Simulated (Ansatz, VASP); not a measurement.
# Two plane-wave programs on PtSe2

The input INCAR:

```
SYSTEM = PtSe2
  PREC = Accurate
  ENCUT = 520
  EDIFF = 1E-8
  ISMEAR = -1
  SIGMA = 0.05
  LREAL = .FALSE.
  LASPH = .TRUE.
  NELM = 80
  ALGO = Normal
  ISIF = 2
  LWAVE = .FALSE.
  LCHARG = .FALSE.
  GGA = PE
  LEFG = .TRUE.
  NBANDS = 18
```

The input KPOINTS:

```
regular mesh
0
G
  11 11 7
  0 0 0
```

The input POSCAR:

```
PtSe2
1.0
    3.7515277908      0.0000000000      0.0000000000
   -1.8757638954      3.2489183698      0.0000000000
    0.0000000000      0.0000000000      6.5219367433
Pt Se
1 2
Direct
    0.0000000000      0.0000000000      0.0000000000
    0.3333333333      0.6666666667      0.2003567022
    0.6666666667      0.3333333333      0.7996432978
```

Input for Ansatz:

```yaml
crystal:
  lattice:
    - [3.7515277908, 0.0, 0.0]
    - [-1.8757638954, 3.2489183698, 0.0]
    - [0.0, 0.0, 6.5219367433]
  atoms:
    - { symbol: Pt, position: [0.0, 0.0, 0.0] }
    - { symbol: Se, position: [0.3333333333, 0.6666666667, 0.2003567022] }
    - { symbol: Se, position: [0.6666666667, 0.3333333333, 0.7996432978] }
kpoints:
  mp_grid: { grid: [11, 11, 7] }
scf:
  occupations: { method: fermi_dirac, width: 0.05 }
hamiltonian:
  xc: pbe
  pseudopotentials: { kind: paw }
output:
  forces: true
  stress: true
  eigenvalues: true
  efg: { contact_densities: true }
  populations: true
  write_density: true
  write_potential: true
  elf: true
  volumetric_format: npy
```

Alike in both runs: task electric field gradients; functional PBE; k mesh 11 × 11 × 7; occupations fermi-dirac, width 0.05 eV; no spin polarisation.

```csv
,VASP,Ansatz
version,VASP 6.6.1,Ansatz 0.2.0
potentials or method,"VASP PAW PBE potentials, release 64 (Pt, Se)","PAW with Ansatz's default frozen-core files, scalar-relativistic"
plane-wave cutoff (eV),520,420
valence electrons in the cell,22,50
```

|  | VASP | Ansatz | Ansatz less VASP |
| --- | --- | --- | --- |
| pressure (GPa) | 0.0 | 0.0 | +0.04 |
| size of Vzz on the site where it differs most (V/Å²) | 115.2 | 72.0 | -43.16 |

The functional is the same, so the differences come from potentials, cutoffs and numerics. VASP's potentials hold 22 valence electrons a cell and Ansatz's 50, so a difference there can come from the potentials and not from the codes.

Spin-orbit coupling is off throughout.
